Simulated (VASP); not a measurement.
Wanted: the native input for a VASP 6.6.1 run.

- Task: single point
- Functional: r2SCAN
- Potentials or basis: VASP PAW PBE potentials, release 64 (Mg, C)
- Cutoff: 520 eV
- k mesh: 10 × 10 × 6
- Occupations: gaussian, width 0.05 eV
- Spin: no spin polarisation
- Dipole correction: no
- Further INCAR settings: ALGO = Normal; EDIFF = 1e-06; NBANDS = 16

Mg2C3:

```xyz
5
Lattice="2.2463 -2.2015 -0.0072 2.2463 2.2015 -0.0072 -1.1531 0.0000 5.4863" Properties=species:S:1:pos:R:3 pbc="T T T"
Mg    3.4022    0.0000    1.0771
Mg   -0.0628    0.0000    4.3949
C     1.0650    0.0000    1.4301
C     2.2744    0.0000    4.0419
C     1.6697    0.0000    2.7360
```

This cell differs from its parent crystal: ratio of the length along z to the lengths across it x 1.2, volume and fractional coordinates fixed.

These files were run (other wordings do the same):

POSCAR

```
Mg2C3
1.0
    2.2462740604     -2.2014708588     -0.0071641157
    2.2462740604      2.2014708588     -0.0071641157
   -1.1531090171      0.0000000000      5.4863332740
Mg C
2 3
Direct
    0.8082382625      0.8082382625      0.1984312469
    0.1917617375      0.1917617375      0.8015687531
    0.3041690745      0.3041690745      0.2614645499
    0.6958309255      0.6958309255      0.7385354501
    0.5000000000      0.5000000000      0.5000000000
```

INCAR.step1

```
SYSTEM = Mg2C3
PREC     = Accurate       ! precision mode
ENCUT    = 520            ! plane-wave cutoff, eV
ISMEAR   = 0              ! smearing method
SIGMA    = 0.05           ! smearing width, eV
LREAL    = .False.        ! projectors in reciprocal space
LASPH    = .True.         ! aspherical terms in the spheres
NELM     = 100            ! most SCF steps
NBANDS   = 16             ! bands
GGA      = PE             ! functional
ALGO     = Normal         ! electronic algorithm
EDIFF    = 1E-4           ! SCF threshold, eV
LWAVE    = .True.         ! write WAVECAR
LCHARG   = .False.        ! write CHGCAR
```

INCAR.step2

```
SYSTEM = Mg2C3
PREC     = Accurate       ! precision mode
ENCUT    = 520            ! plane-wave cutoff, eV
EDIFF    = 1E-6           ! SCF threshold, eV
ISMEAR   = 0              ! smearing method
SIGMA    = 0.05           ! smearing width, eV
LREAL    = .False.        ! projectors in reciprocal space
LASPH    = .True.         ! aspherical terms in the spheres
NELM     = 100            ! most SCF steps
ALGO     = Normal         ! electronic algorithm
ISIF     = 2              ! what is computed and relaxed
LWAVE    = .False.        ! write WAVECAR
LCHARG   = .False.        ! write CHGCAR
METAGGA  = R2SCAN         ! meta-GGA
LMIXTAU  = .True.       
NBANDS   = 16             ! bands
ISTART   = 1
```

KPOINTS

```
regular mesh
0
Gamma
  10 10 6
  0 0 0
```

Potentials or basis: VASP PAW PBE potentials, release 64 (Mg, C).

Run with:

```sh
$ cat potpaw_PBE.64/Mg/POTCAR potpaw_PBE.64/C/POTCAR > POTCAR
$ cp INCAR.step1 INCAR
$ mpirun -np 1 vasp_std > vasp.out
$ cp INCAR.step2 INCAR
$ mpirun -np 1 vasp_std > vasp.out
```

Results of the run:

| Item | Value |
| --- | --- |
| Pressure | -7.5 GPa |
| Largest force | 4.476 eV/Å |
| Band gap on the k mesh | 0.70 eV, indirect (least direct gap 0.77 eV) |

Caveat: the PAW data sets were made with another functional, which shifts forces and pressure a little.

It took 4.1 min on 1 thread of Intel Xeon 6975P-C, with other jobs on the host, peak memory 0.27 GiB.
